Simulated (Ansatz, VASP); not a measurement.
Two plane-wave programs on CaICl

```
Ca I Cl
1.0
     4.16617    0.00000    0.00000
    -2.08309    3.60801    0.00000
     0.00000    0.00000   30.44784
Ca I Cl
1 1 1
Direct
  0.00000 0.00000 0.30399
  0.33333 0.66667 0.23684
  0.33333 0.66667 0.35323
```

Alike in both runs: functional PBE; k mesh 6 × 6 × 1; occupations gaussian, width 0.02 eV; no spin polarisation.

Ansatz relaxed the structure, and its values are those at the end. VASP's run is a single point on that final structure, the one shown.

```csv
,VASP,Ansatz
version,VASP 6.6.1,Ansatz 0.2.0
potentials or method,"VASP PAW PBE potentials, release 64 (Ca_sv, I, Cl), cutoff 520 eV","scalar-relativistic, plane waves, PAW"
valence electrons in the cell,24,34
```

Ansatz gave:

- gap on the k mesh at the Fermi level (eV): 3.08
- least direct gap on the mesh (eV): 3.65
- rms of the force components (eV/Å): 0.000

Q: Estimate VASP's values.

A: gap on the k mesh at the Fermi level (eV): 3.08; least direct gap on the mesh (eV): 3.65; rms of the force components (eV/Å): 0.008.

VASP's potentials hold 24 valence electrons a cell and Ansatz's 34, so a difference there can come from the potentials and not from the codes. Ansatz's warnings: xc potential rough in thin density.

Neither program's run includes spin-orbit coupling.
